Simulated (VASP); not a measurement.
# Ru (P6_3/mmc) in VASP: further runs, part 2 of 2

VASP 6.6.1. The steps go on from the part before.

## (4) Single point, PBE

This run uses another cell than the first one: it holds 16 atoms, not 2.

Contents of INCAR:

```
ALGO     = Fast           # electronic algorithm
EDIFF    = 1E-7           # SCF threshold, eV
ENCUT    = 520            # plane-wave cutoff, eV
GGA      = PE             # functional
ISIF     = 2              # what is computed and relaxed
ISMEAR   = -1             # smearing method
LASPH    = T              # aspherical terms in the spheres
LCHARG   = F              # write CHGCAR
LREAL    = Auto         
LWAVE    = F              # write WAVECAR
NBANDS   = 126            # bands
NELM     = 80             # most SCF steps
PREC     = Accurate       # precision mode
SIGMA    = 0.05           # smearing width, eV
```

Contents of KPOINTS:

```
k-points
0
Gamma
  6 6 4
```

Contents of POSCAR:

```
Ru
1.0
    5.4133796909      0.0000000000      0.0000000000
   -2.7066898455      4.6881243327      0.0000000000
    0.0000000000      0.0000000000      8.5581700933
Ru
16
Direct
    0.1666666667      0.3333333333      0.1250000000
    0.3333333333      0.1666666667      0.3750000000
    0.1666666667      0.3333333333      0.6250000000
    0.3333333333      0.1666666667      0.8750000000
    0.1666666667      0.8333333333      0.1250000000
    0.3333333333      0.6666666667      0.3750000000
    0.1666666667      0.8333333333      0.6250000000
    0.3333333333      0.6666666667      0.8750000000
    0.6666666667      0.3333333333      0.1250000000
    0.8333333333      0.1666666667      0.3750000000
    0.6666666667      0.3333333333      0.6250000000
    0.8333333333      0.1666666667      0.8750000000
    0.6666666667      0.8333333333      0.1250000000
    0.8333333333      0.6666666667      0.3750000000
    0.6666666667      0.8333333333      0.6250000000
    0.8333333333      0.6666666667      0.8750000000
```

Potentials or basis: VASP PAW PBE potentials, release 64 (Ru_pv).

On the command line:

```sh
$ cat potpaw_PBE.64/Ru_pv/POTCAR > POTCAR
$ mpirun -np 1 vasp_std > vasp.out
```

OUTCAR:

```text
EDIFF = 1E-7
   ENCUT = 520
   GGA = PE
   ISIF = 2
   ISMEAR = -1
   LASPH = T
   LREAL = Auto
   NELM = 80
   PREC = Accurate

 ion  position               nearest neighbor table
   1  0.167  0.333  0.125-   2 2.65   4 2.65  10 2.65  12 2.65   6 2.65   8 2.65   9 2.71   9 2.71
                            13 2.71  13 2.71   5 2.71   5 2.71
   2  0.333  0.167  0.375-   1 2.65   3 2.65   9 2.65  11 2.65   5 2.65   7 2.65  10 2.71  10 2.71
                            14 2.71  14 2.71   6 2.71   6 2.71
   3  0.167  0.333  0.625-   2 2.65   4 2.65  10 2.65  12 2.65   6 2.65   8 2.65  11 2.71  11 2.71
                            15 2.71  15 2.71   7 2.71   7 2.71
   4  0.333  0.167  0.875-   1 2.65   3 2.65   9 2.65  11 2.65   5 2.65   7 2.65  12 2.71  12 2.71
                            16 2.71  16 2.71   8 2.71   8 2.71
   5  0.167  0.833  0.125-   6 2.65   8 2.65  14 2.65  16 2.65   2 2.65   4 2.65  13 2.71  13 2.71
                             9 2.71   9 2.71   1 2.71   1 2.71
   6  0.333  0.667  0.375-   5 2.65   7 2.65  13 2.65  15 2.65   1 2.65   3 2.65  14 2.71  14 2.71
                            10 2.71  10 2.71   2 2.71   2 2.71
   7  0.167  0.833  0.625-   6 2.65   8 2.65  14 2.65  16 2.65   2 2.65   4 2.65  15 2.71  15 2.71
                            11 2.71  11 2.71   3 2.71   3 2.71
   8  0.333  0.667  0.875-   5 2.65   7 2.65  13 2.65  15 2.65   1 2.65   3 2.65  16 2.71  16 2.71
                            12 2.71  12 2.71   4 2.71   4 2.71
   9  0.667  0.333  0.125-  10 2.65  12 2.65   2 2.65   4 2.65  14 2.65  16 2.65   1 2.71   1 2.71
[... 22 lines left out ...]
 A1 = (   5.4133796909,   0.0000000000,   0.0000000000)
 A2 = (  -2.7066898455,   4.6881243327,   0.0000000000)
 A3 = (   0.0000000000,   0.0000000000,   8.5581700933)

Analysis of symmetry for initial positions (statically):
=====================================================================
 Subroutine PRICEL returns following result:

  LATTYP: Found a hexagonal cell.
 ALAT       =     2.7066898455
 C/A-ratio  =     1.5809292128

  Lattice vectors:

 A1 = (   2.7066898455,   0.0000000000,   0.0000000000)
 A2 = (  -1.3533449228,   2.3440621664,   0.0000000000)
 A3 = (   0.0000000000,   0.0000000000,   4.2790850466)

   8 primitive cells build up your supercell.

 Routine SETGRP: Setting up the symmetry group for a
 hexagonal supercell.

[... 156 lines left out ...]
   LEPSILON=     F    determine dielectric tensor
   LRPA    =     F    only Hartree local field effects (RPA)
 non-spin polarized calculation
 RMM-DIIS sequential band-by-band and
  energy-cutoff  :      520.00
  volume of cell :      217.19
 maximum number of plane-waves:      5868
   NGX = 21   NGY = 21   NGZ = 31

 number of electron     224.0000065 magnetization

 Free energy of the ion-electron system (eV)
  ---------------------------------------------------
  ext. energy  EPLUGINS =         0.00000000
  ---------------------------------------------------
  free energy    TOTEN  =      -147.85790961 eV

  energy without entropy =     -147.75515441  energy(sigma->0) =     -147.80653201

 E-fermi :  12.8730     XC(G=0): -14.1211

 val. band max:       12.8705699427   @ k =   0.5000   0.0000   0.2500
 cond. band min:      12.8802727038   @ k =   0.1667   0.0000   0.0000
 fundamental gap:      0.0097027611
 Fermi energy:        12.8730400169

 k-point     1 :       0.0000    0.0000    0.0000
  band No.  band energies     occupation
      1     -30.8062      2.00000
      2     -30.7061      2.00000
      3     -30.7061      2.00000
      4     -30.7061      2.00000
      5     -30.7061      2.00000
      6     -30.7061      2.00000
[... 2656 lines left out ...]
    123      13.2857      0.00052
    124      13.2858      0.00052
 [bands above 124 left out]

------------------------ aborting loop because EDIFF is reached ----------------------------------------

  FORCE on cell =-STRESS in cart. coord.  units (eV):
  Direction    XX          YY          ZZ          XY          YZ          ZX
  --------------------------------------------------------------------------------------
  -------------------------------------------------------------------------------------
  Total        5.9258069      5.9258069      5.7069495     -0.0000000      0.0000000      0.0000000
  in kB       43.7128937     43.7128937     42.0984480     -0.0000000      0.0000000      0.0000000
  external PRESSURE =      43.1747451 kB  Pullay stress =       0.0000000 kB

 VOLUME and BASIS-vectors are now :
 -----------------------------------------------------------------------------
  energy-cutoff  :      520.00
  volume of cell :      217.19
      direct lattice vectors                 reciprocal lattice vectors
     5.413379691  0.000000000  0.000000000     0.184727482  0.106652462  0.000000000
    -2.706689846  4.688124333  0.000000000     0.000000000  0.213304923  0.000000000
     0.000000000  0.000000000  8.558170093     0.000000000  0.000000000  0.116847409

 POSITION                                       TOTAL-FORCE (eV/Angst)
 -----------------------------------------------------------------------------------
      0.00000      1.56271      1.06977        -0.000000     -0.000000      0.000000
      1.35334      0.78135      3.20931         0.000000     -0.000000      0.000000
      0.00000      1.56271      5.34886        -0.000000      0.000000     -0.000000
      1.35334      0.78135      7.48840         0.000000      0.000000      0.000000
     -1.35334      3.90677      1.06977        -0.000000     -0.000000      0.000000
     -0.00000      3.12542      3.20931         0.000000      0.000000      0.000000
[... 8 lines left out ...]
      1.35334      3.90677      5.34886        -0.000000      0.000000     -0.000000
      2.70669      3.12542      7.48840         0.000000     -0.000000     -0.000000
 -----------------------------------------------------------------------------------
    total drift:                               -0.000001      0.000000     -0.000000

  FREE ENERGIE OF THE ION-ELECTRON SYSTEM (eV)
  ---------------------------------------------------
  free  energy   TOTEN  =      -147.8579096079 eV

  energy  without entropy=     -147.7551544150  energy(sigma->0) =     -147.80653201
```

OSZICAR:

```text
N       E                     dE             d eps       ncg     rms          rms(c)
DAV:   1     0.308137894384E+04    0.30814E+04   -0.13474E+05  5420   0.199E+03
DAV:   2     0.719628982210E+01   -0.30742E+04   -0.30128E+04  5382   0.633E+02
DAV:   3    -0.149389225096E+03   -0.15659E+03   -0.14868E+03  7290   0.127E+02
[... 13 lines left out ...]
RMM:  17    -0.147857908481E+03   -0.17205E-05   -0.11173E-05  4401   0.202E-03    0.111E-03
RMM:  18    -0.147857909193E+03   -0.71156E-06   -0.62664E-06  4008   0.173E-03    0.291E-04
RMM:  19    -0.147857909354E+03   -0.16125E-06   -0.27236E-06  3517   0.833E-04    0.292E-04
RMM:  20    -0.147857909513E+03   -0.15842E-06   -0.16623E-06  2838   0.574E-04    0.883E-05
RMM:  21    -0.147857909608E+03   -0.95228E-07   -0.76031E-07  2493   0.401E-04
   1 F= -.14785791E+03 E0= -.14780653E+03  d E =-.102755E+00
```

Run time: 22 min. Hardware: 1 thread of Intel Xeon Platinum 8259CL at 2.50GHz (Skylake/Cascade Lake), shared host; peak memory 0.52 GiB.

What came out:

| Property | Result |
| --- | --- |
| Free energy | -147.8579 eV |
| Pressure | 4.3 GPa |
| Band gap on the k mesh | zero (bands 112 and 113 overlap by 1.40 eV) |

Levels at points of the mesh, in eV from the Fermi level:
```csv
k point,band 109,band 110,band 111,band 112,band 113,band 114
"(0.00, 0.00, 0.00)",0.42,0.42,0.51,0.51,0.51,0.51
"(0.50, 0.00, 0.00)",-0.91,-0.91,-0.66,-0.66,-0.38,-0.38
"(0.00, 0.00, 0.50)",0.74,0.74,0.75,0.75,0.75,0.75
"(0.50, 0.00, 0.50)",-0.42,-0.42,-0.42,-0.42,-0.10,-0.10
```

Caveat: the cell stands under pressure.

## (5) Overview

```tsv
task	cell	k mesh	cutoff (eV)	smearing	gap on the mesh (eV)	pressure (GPa)
single point	a = 2.707, b = 2.707, c = 4.279 Å, angles 90.0, 90.0, 120.0°, 2 atoms, atomic positions A	18 × 18 × 10	520	gaussian 0.05 eV	none	4.4
relaxation of shape and atoms at fixed volume	relaxed from a = 2.706, b = 2.706, c = 4.282 Å, angles 90.0, 90.0, 120.0°, 2 atoms, atomic positions A	18 × 18 × 10	600	gaussian 0.05 eV	none	4.3
single point	a = 5.413, b = 5.413, c = 8.558 Å, angles 90.0, 90.0, 120.0°, 16 atoms, atomic positions B	6 × 6 × 4	520	fermi-dirac 0.05 eV	none	4.3
```

Alike in all rows: level PBE; potentials or basis VASP PAW PBE potentials, release 64 (Ru_pv); no spin polarisation.

Caveats: the cell stands under pressure (at least some runs).

Absolute energies hang on the potentials; compare differences alone.
